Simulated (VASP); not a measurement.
Here is a VASP 6.6.1 calculation.

INCAR

```
SYSTEM = GdZn
  ALGO = Normal
  EDIFF = 1E-7
  ENCUT = 520
  GGA = PS
  ISIF = 2
  ISMEAR = -1
  ISPIN = 2
  LASPH = .True.
  LCHARG = .False.
  LMAXMIX = 6
  LORBIT = 11
  LREAL = .False.
  LWAVE = .False.
  MAGMOM = 4.9 0
  NBANDS = 26
  NELM = 150
  PREC = Accurate
  SIGMA = 0.15
```

KPOINTS

```
k-points
0
Gamma
  6 6 6
  0 0 0
```

The input POSCAR:

```
GdZn
1.0
    3.6180000000      0.0000000000      0.0000000000
    0.0000000000      3.6180000000      0.0000000000
    0.0000000000      0.0000000000      3.6180000000
Gd Zn
1 1
Direct
    0.0000000000      0.0000000000     -0.0276395799
    0.5000000000      0.5000000000      0.5000000000
```

Potentials or basis: VASP PAW PBE potentials, release 64 (Gd, Zn).

Run with:

```bash
$ cat potpaw_PBE.64/Gd/POTCAR potpaw_PBE.64/Zn/POTCAR > POTCAR
$ mpirun -np 1 vasp_std > vasp.out
```

Question: What does it give for the pressure?

Answer: -3.0 GPa.

Question: Predict the net moment.

Answer: 7.37 μB per cell.

Stress tensor (GPa, compression positive):
```
-3.01  0.00  0.00
 0.00 -3.01  0.00
 0.00  0.00 -3.09
```

Caveat: the PAW data sets were made with another functional, which shifts forces and pressure a little. The state reached can hang on the start; a lower one may exist.
